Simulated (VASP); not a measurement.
A run of VASP 6.6.1:

The input INCAR:

```
SYSTEM = Pt
ALGO = Normal
EDIFF = 1E-7
ENCUT = 520
GGA = PS
ISIF = 2
ISMEAR = -1
LASPH = .TRUE.
LCHARG = .TRUE.
LELF = .TRUE.
LREAL = .FALSE.
LVHAR = .TRUE.
LWAVE = .FALSE.
NBANDS = 17
NELM = 100
PREC = Accurate
SIGMA = 0.05
```

Contents of KPOINTS:

```
k-points
0
G
  9 9 5
  0 0 0
```

The input POSCAR:

```
Pt
1.0
    2.7606656158      0.0000000000      0.0000000000
   -1.3803328079      2.3908065546      0.0000000000
    0.0000000000      0.0000000000      4.6962913200
Pt
2
Direct
    0.3333333333      0.6666666667      0.2500000000
    0.6666666667      0.3333333333      0.7500000000
```

Potentials or basis: VASP PAW PBE potentials, release 64 (Pt).

Launch:

```sh
$ cat potpaw_PBE.64/Pt/POTCAR > POTCAR
$ mpirun -np 1 vasp_std > vasp.out
```

Hardware: 1 thread of Intel(R) Xeon(R) Platinum 8259CL CPU @ 2.50GHz (Skylake/Cascade Lake), on a shared host.

Problem. How long does it take, and how much memory?

Solution. It took 15 s on 1 thread of Intel(R) Xeon(R) Platinum 8259CL CPU @ 2.50GHz (Skylake/Cascade Lake), with other jobs on the host, peak memory 0.16 GiB. Counts: scf iterations 13, k points 36.
